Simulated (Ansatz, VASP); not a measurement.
## Two plane-wave programs on BN

```
B N
1.0
     2.54397    0.00000    0.00000
    -1.27198    2.20314    0.00000
     0.00000    0.00000    4.20774
B N
2 2
Cartesian
  1.2720 0.7344 3.6069
  0.0000 1.4688 2.1030
  1.2720 0.7344 2.6307
  0.0000 1.4688 0.5268
```

Alike in both runs: task single point; functional r2SCAN; k mesh 12 × 12 × 6; occupations gaussian, width 0.05 eV; no spin polarisation.

```csv
,VASP,Ansatz
version,VASP 6.6.1,Ansatz 0.2.0
potentials or method,"VASP PAW PBE potentials, release 64 (B, N), cutoff 520 eV","scalar-relativistic, plane waves, PAW"
valence electrons in the cell,16,16
```

|  | VASP | Ansatz | Ansatz less VASP |
| --- | --- | --- | --- |
| gap on the k mesh at the Fermi level (eV) | none | none | - |
| rms of the force components (eV/Å) | 28.730 | 27.843 | -0.8869 |

VASP's potentials were made for PBE, not for r2SCAN. Atom by atom the forces differ by 0.894 eV/Å (rms over components). A gap of «none» marks a metal or a gap that the smearing closes.
